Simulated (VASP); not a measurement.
Input of a VASP 6.6.1 run:

INCAR

```
  PREC = Accurate
  ENCUT = 600
  EDIFF = 1E-7
  ISMEAR = -1
  SIGMA = 0.05
  LREAL = F
  LASPH = T
  NELM = 100
  ALGO = Normal
  ISIF = 3
  LWAVE = F
  LCHARG = F
  GGA = PE
  IBRION = 2
  NSW = 32
  EDIFFG = -0.005
  PSTRESS = 100.0
```

File KPOINTS:

```
Automatic mesh
0
Gamma
  12 12 12
```

Contents of POSCAR:

```
HgTe
1.0
    3.6217329217      0.0000000000      0.0000000000
    0.0000000000      3.6217329217      0.0000000000
    0.0000000000      0.0000000000      3.6217329217
Hg Te
1 1
Direct
    0.0000000000      0.0000000000      0.0000000000
    0.5000000000      0.5000000000      0.5000000000
```

Potentials or basis: VASP PAW PBE potentials, release 64 (Hg, Te).

Launch:

```sh
$ cat potpaw_PBE.64/Hg/POTCAR potpaw_PBE.64/Te/POTCAR > POTCAR
$ mpirun -np 1 vasp_std > vasp.out
```

(1) Predict the band gap on the k mesh.

(2) Estimate the relaxed cell.

(3) What does it give for the relaxed volume?

(4) Estimate the space group after relaxing (to 0.1 Å).

Answers

(1) zero (bands 9 and 10 overlap by 2.40 eV).

(2) a = 3.625 Å, b = 3.625 Å, c = 3.625 Å, α = 90.00°, β = 90.00°, γ = 90.00°.

(3) 23.81 Å³/atom.

(4) Pm-3m (No. 221).

Caveat: the cell is relaxed towards a set pressure, so the run minimises the enthalpy, not the energy; spin-orbit coupling is left out, which moves the levels of the heavy elements.
